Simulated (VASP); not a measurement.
# Al3W (Pm-3m) in VASP: notebook

Al3W is run at these levels: PBE; tasks: single point.

Everything below comes from runs of VASP 6.6.1. Logs are shortened: lines on timing, memory, paths and dates and some standing lists are left out, and cuts for length are marked.

## Step 1: The cell of the first run

It takes space group Pm-3m (No. 221, cubic). The conventional cell has a = 4.300 Å, b = 4.300 Å, c = 4.300 Å, α = 90.00°, β = 90.00°, γ = 90.00°. Within 2.8 Å of Al (site symmetry 4/mmm) lie 2 W at 2.15 Å. W (site symmetry m-3m) has 6 Al at 2.15 Å within 2.8 Å.

The cell was built from a structure type or drawn by symmetry, and may not be a known phase.

## Step 2: Single point, PBE

INCAR

```
SYSTEM = Al3W
PREC = Accurate
ENCUT = 520
EDIFF = 1E-6
ISMEAR = 0
SIGMA = 0.1
LREAL = .False.
LASPH = .True.
NELM = 60
ALGO = Normal
ISIF = 2
LWAVE = .False.
LCHARG = .False.
GGA = PE
NBANDS = 20
```

KPOINTS

```
regular mesh
0
Gamma
  4 4 4
  0 0 0
```

POSCAR

```
Al3W
1.0
    4.3000252500      0.0000000000      0.0000000000
    0.0000000000      4.3000252500      0.0000000000
    0.0000000000      0.0000000000      4.3000252500
Al W
3 1
Direct
    0.0000000000      0.0000000000      0.5000000000
    0.0000000000      0.5000000000      0.0000000000
    0.5000000000      0.0000000000      0.0000000000
    0.0000000000      0.0000000000      0.0000000000
```

Potentials or basis: VASP PAW PBE potentials, release 64 (Al, W_sv).

The run is started by

```sh
cat potpaw_PBE.64/Al/POTCAR potpaw_PBE.64/W_sv/POTCAR > POTCAR
mpirun -np 1 vasp_std > vasp.out
```

OUTCAR:

```text
SYSTEM = Al3W
   PREC = Accurate
   ENCUT = 520
   EDIFF = 1E-6
   ISMEAR = 0
   LREAL = .False.
   LASPH = .True.
   NELM = 60
   ISIF = 2
   GGA = PE

 ion  position               nearest neighbor table
   1  0.000  0.000  0.500-   4 2.15   4 2.15   2 3.04   2 3.04   3 3.04   3 3.04   2 3.04   2 3.04
                             3 3.04   3 3.04
   2  0.000  0.500  0.000-   4 2.15   4 2.15   1 3.04   1 3.04   1 3.04   3 3.04   3 3.04   1 3.04
                             3 3.04   3 3.04
   3  0.500  0.000  0.000-   4 2.15   4 2.15   1 3.04   1 3.04   2 3.04   1 3.04   2 3.04   2 3.04
                             1 3.04   2 3.04
   4  0.000  0.000  0.000-   1 2.15   2 2.15   3 2.15   1 2.15   2 2.15   3 2.15

  LATTYP: Found a simple cubic cell.
 ALAT       =     4.3000252500

  Lattice vectors:

 A1 = (   4.3000252500,   0.0000000000,   0.0000000000)
 A2 = (   0.0000000000,   4.3000252500,   0.0000000000)
 A3 = (   0.0000000000,   0.0000000000,   4.3000252500)

Analysis of symmetry for initial positions (statically):
=====================================================================
 Subroutine PRICEL returns:
 Original cell was already a primitive cell.

 Routine SETGRP: Setting up the symmetry group for a
 simple cubic supercell.

 Subroutine GETGRP returns: Found 48 space group operations
 (whereof 48 operations were pure point group operations)
 out of a pool of 48 trial point group operations.

The static configuration has the point symmetry O_h .

Analysis of symmetry for dynamics (positions and initial velocities):
=====================================================================
 Subroutine PRICEL returns:
 Original cell was already a primitive cell.

 Routine SETGRP: Setting up the symmetry group for a
 simple cubic supercell.

 Subroutine GETGRP returns: Found 48 space group operations
 (whereof 48 operations were pure point group operations)
 out of a pool of 48 trial point group operations.

The dynamic configuration has the point symmetry O_h .

 Subroutine INISYM returns: Found 48 space group operations
 (whereof 48 operations are pure point group operations),
 and found     1 'primitive' translations

----------------------------------------------------------------------------------------

                                     Primitive cell

  volume of cell :      79.5084

  direct lattice vectors                    reciprocal lattice vectors
     4.300025250  0.000000000  0.000000000     0.232556774  0.000000000  0.000000000
     0.000000000  4.300025250  0.000000000     0.000000000  0.232556774  0.000000000
     0.000000000  0.000000000  4.300025250     0.000000000  0.000000000  0.232556774

  length of vectors
[... 75 lines left out ...]
   IBRION =     -1    ionic relax: 0-MD 1-quasi-New 2-CG
   NFREE  =      0    steps in history (QN), initial steepest desc. (CG)
   ISIF   =      2    stress and relaxation
   ISYM   =      2    0-nonsym 1-usesym 2-fastsym
   POTIM  = 0.5000    time-step for ionic-motion
   TEBEG  =    0.0;   TEEND  =   0.0 temperature during run
   PSTRESS=    0.0 pullay stress
   NELECT =      23.0000    total number of electrons
   NUPDOWN=      -1.0000    fix difference up-down
   EMIN   =  10.00;   EMAX   =-10.00  energy-range for DOS
   EFERMI =   0.00;   METHOD = LEGACY
   ISMEAR =     0;   SIGMA  =   0.10  broadening in eV -4-tet -1-fermi 0-gaus
   EFERMI_NEDOS =   21; number of points for ismear=-14 and -15
   IALGO  =     38    algorithm
   IMIX   =      4    mixing-type and parameters
     AMIX     =   0.40;   BMIX     =  1.00
     AMIX_MAG =   1.60;   BMIX_MAG =  1.00
  volume/ion in A,a.u.               =      19.88       134.14
  Fermi-wavevector in a.u.,A,eV,Ry     =   1.082712  2.046030 15.949649  1.172266
  Thomas-Fermi vector in A             =   2.218761
   LORBIT       =      0    0 simple, 1 ext, 2 COOP (PROOUT), +10 PAW based schemes
   GGA     = PE    functional components
   LHFCALC =     F    Hartree Fock is set to
   AEXX    =    0.0000 exact exchange contribution
   IVDW    =     0    specifies the selected vdW correction
   LEPSILON=     F    determine dielectric tensor
   LRPA    =     F    only Hartree local field effects (RPA)
 non-spin polarized calculation
 Gauss-broadening in eV      SIGMA  =   0.10
  energy-cutoff  :      520.00
  volume of cell :       79.51
 maximum number of plane-waves:      2176
 NGX is ok and might be reduce to    32
   NGX = 15   NGY = 15   NGZ = 15

 number of electron      22.9999996 magnetization

 Free energy of the ion-electron system (eV)
  ---------------------------------------------------
  ext. energy  EPLUGINS =         0.00000000
  ---------------------------------------------------
  free energy    TOTEN  =       -15.84441840 eV

  energy without entropy =      -15.82937039  energy(sigma->0) =      -15.83689440

 E-fermi :   5.1972     XC(G=0):  -9.5364

 val. band max:        4.7975821876   @ k =   0.5000   0.2500   0.0000
 cond. band min:       5.2265299430   @ k =   0.2500   0.2500   0.2500
 fundamental gap:      0.4289477553
 Fermi energy:         5.1972487614

 k-point     1 :       0.0000    0.0000    0.0000
  band No.  band energies     occupation
      1     -66.0296      2.00000
      2     -30.8102      2.00000
      3     -30.8102      2.00000
      4     -30.8102      2.00000
      5      -3.1366      2.00000
      6       1.3912      2.00000
[... 219 lines left out ...]
     19      15.8678      0.00000
     20      15.8683      0.00000

------------------------ aborting loop because EDIFF is reached ----------------------------------------

  FORCE on cell =-STRESS in cart. coord.  units (eV):
  Direction    XX          YY          ZZ          XY          YZ          ZX
  --------------------------------------------------------------------------------------
  -------------------------------------------------------------------------------------
  Total       22.0146951     22.0146951     22.0146951      0.0000000      0.0000000      0.0000000
  in kB      443.6191039    443.6191039    443.6191039      0.0000000      0.0000000      0.0000000
  external PRESSURE =     443.6191039 kB  Pullay stress =       0.0000000 kB

 VOLUME and BASIS-vectors are now :
 -----------------------------------------------------------------------------
  energy-cutoff  :      520.00
  volume of cell :       79.51
      direct lattice vectors                 reciprocal lattice vectors
     4.300025250  0.000000000  0.000000000     0.232556774  0.000000000  0.000000000
     0.000000000  4.300025250  0.000000000     0.000000000  0.232556774  0.000000000
     0.000000000  0.000000000  4.300025250     0.000000000  0.000000000  0.232556774

 POSITION                                       TOTAL-FORCE (eV/Angst)
 -----------------------------------------------------------------------------------
      0.00000      0.00000      2.15001         0.000000      0.000000      0.000000
      0.00000      2.15001      0.00000         0.000000      0.000000      0.000000
      2.15001      0.00000      0.00000         0.000000      0.000000      0.000000
      0.00000      0.00000      0.00000         0.000000      0.000000      0.000000
 -----------------------------------------------------------------------------------
    total drift:                               -0.000000     -0.000000     -0.000000

  FREE ENERGIE OF THE ION-ELECTRON SYSTEM (eV)
  ---------------------------------------------------
  free  energy   TOTEN  =       -15.8444184020 eV

  energy  without entropy=      -15.8293703926  energy(sigma->0) =      -15.83689440
```

It took 18 s on 1 thread of Intel Xeon 8259CL, shared host; peak memory 0.18 GiB.

What came out:

```yaml
Free_energy: -15.8444 eV
Pressure: 44.4 GPa
Band_gap_on_the_k_mesh: zero (an odd number of electrons rules out a gap without spin polarisation)
```

Levels at points of the mesh, in eV from the Fermi level:
| k point | band 8 | band 9 | band 10 | band 11 | band 12 | band 13 | band 14 | band 15 |
| --- | --- | --- | --- | --- | --- | --- | --- | --- |
| (0.00, 0.00, 0.00) | -0.63 | -0.63 | -0.63 | 0.07 | 0.07 | 0.07 | 3.87 | 4.84 |
| (0.50, 0.00, 0.00) | -1.72 | -1.72 | -1.54 | -0.53 | 1.35 | 1.35 | 2.49 | 4.94 |
| (0.50, 0.50, 0.00) | -3.63 | -1.86 | -1.53 | -1.53 | -1.17 | 3.21 | 4.18 | 4.36 |
| (0.50, 0.50, 0.50) | -3.28 | -2.42 | -2.42 | -2.42 | -1.10 | -1.10 | 2.73 | 5.02 |

Caveat: the k points lie up to 0.37 Å⁻¹ apart, too coarse for converged energies and pressures of a metal; spin-orbit coupling is left out, which moves the levels of the heavy elements.

## Step 3: Single point, PBE

This run uses another cell than the first one, of 30.53 Å³/atom.

INCAR

```
  PREC = Accurate
  ENCUT = 520
  EDIFF = 1E-6
  ISMEAR = 0
  SIGMA = 0.1
  LREAL = False
  LASPH = True
  NELM = 100
  ALGO = Normal
  ISIF = 2
  LWAVE = False
  LCHARG = False
  GGA = PE
  NBANDS = 20
```

KPOINTS

```
regular mesh
0
Gamma
  4 4 4
```

POSCAR

```
Al3W
1.0
    4.9613231722      0.0000000000      0.0000000000
    0.0000000000      4.9613231722      0.0000000000
    0.0000000000      0.0000000000      4.9613231722
Al W
3 1
Direct
    0.0000000000      0.0000000000      0.5000000000
    0.0000000000      0.5000000000      0.0000000000
    0.5000000000      0.0000000000      0.0000000000
    0.0000000000      0.0000000000      0.0000000000
```

Potentials or basis: VASP PAW PBE potentials, release 64 (Al, W_sv).

The run is started by

```sh
cat potpaw_PBE.64/Al/POTCAR potpaw_PBE.64/W_sv/POTCAR > POTCAR
mpirun -np 1 vasp_std > vasp.out
```

Run time: 31 s. Hardware: 1 thread of Intel Xeon 8259CL, shared host; peak memory 0.24 GiB.

It converged, with:

```
Free energy            : -20.0286 eV
Pressure               : 0.1 GPa
Band gap on the k mesh : zero (an odd number of electrons rules out a gap without spin polarisation)
```

Levels at points of the mesh, in eV from the Fermi level:
```csv
k point,band 8,band 9,band 10,band 11,band 12,band 13,band 14,band 15,band 16,band 17
"(0.00, 0.00, 0.00)",0.05,0.05,0.05,0.31,0.31,0.31,3.26,4.08,4.08,4.52
"(0.50, 0.00, 0.00)",-1.18,-0.50,-0.50,0.36,0.79,0.79,2.74,3.31,4.12,4.86
"(0.50, 0.50, 0.00)",-1.79,-1.63,-0.79,-0.40,-0.40,1.76,3.34,3.34,3.62,5.23
"(0.50, 0.50, 0.50)",-2.84,-1.61,-1.61,-1.61,-0.76,-0.76,3.79,4.00,4.00,4.00
```

Caveat: spin-orbit coupling is left out, which moves the levels of the heavy elements.
